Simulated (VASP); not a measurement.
# SiC: single point with r2SCAN

Crystal: SiC.

```
Si C
1.0
     6.15071    0.00000    0.00000
    -3.07536    5.32667    0.00000
     0.00000    0.00000    5.04811
Si C
8 8
Cartesian
  -0.0705 1.7607 2.5336
  1.5827 0.8586 5.0782
  -1.4829 4.4830 2.4920
  -0.0345 3.5445 5.0652
  3.0663 1.7602 2.4652
  4.6590 0.9263 4.9831
  1.5738 4.4239 2.5355
  3.0514 3.5457 5.0807
  0.0448 1.7721 4.4885
  1.4844 0.8952 1.9445
  -1.5827 4.4090 4.4618
  0.0189 3.5588 1.9034
  3.0720 1.8241 4.3940
  4.6004 0.8335 1.9175
  1.4831 4.4910 4.3846
  3.0780 3.5317 1.8532
```

```yaml
Program: VASP 6.6.1
Task: single point
Functional: r2SCAN
Potentials_or_basis: VASP PAW PBE potentials, release 64 (Si, C)
Cutoff: 520 eV
k_mesh: 3 × 3 × 4
Occupations: fermi-dirac, width 0.069 eV
Spin: no spin polarisation
Dipole_correction: no
Further_INCAR_settings: LREAL = Auto; ALGO = Normal; EDIFF = 1e-06; NBANDS = 46
```

* Pressure: 0.5 GPa
* Largest force: 2.205 eV/Å
* Band gap on the k mesh: 2.63 eV

Forces in eV/Å, atoms in the order of the input:
```
Si   1.024  0.593  0.531
Si  -0.511  0.408 -0.321
Si  -1.286 -1.373  1.150
Si   0.696  0.445 -0.255
Si  -0.098  0.301  1.141
Si  -1.286 -0.561  1.246
Si  -0.540 -0.450 -0.335
Si  -0.680  0.622 -1.419
C   -0.104  0.220 -1.352
C    0.793  0.283 -0.929
C    0.791  0.535 -0.948
C   -0.188 -0.324  0.092
C    0.269 -0.980  0.224
C   -0.171  0.906 -1.122
C    0.765 -0.969  0.988
C    0.526  0.343  1.307
```

Stress tensor (GPa, compression positive):
```
-0.35  0.40 -0.61
 0.40  1.89  0.11
-0.61  0.11 -0.11
```

Levels at points of the mesh, in eV from the valence-band top:
| k point | band 30 | band 31 | band 32 | band 33 | band 34 | band 35 |
| --- | --- | --- | --- | --- | --- | --- |
| (0.00, 0.00, 0.00) | -0.14 | -0.11 | 0.00 | 3.10 | 3.13 | 3.16 |
| (0.00, 0.00, 0.50) | -0.87 | -0.83 | -0.63 | 3.50 | 3.57 | 3.61 |

Wall time 18 min on 1 thread of Intel Xeon 8259CL, on a shared host, peak memory 0.34 GiB.

Caveat: the atoms stand as in a frame of molecular dynamics; the PAW data sets were made with another functional, which shifts forces and pressure a little; an odd mesh through Γ misses points on the zone boundary, where band edges can lie.
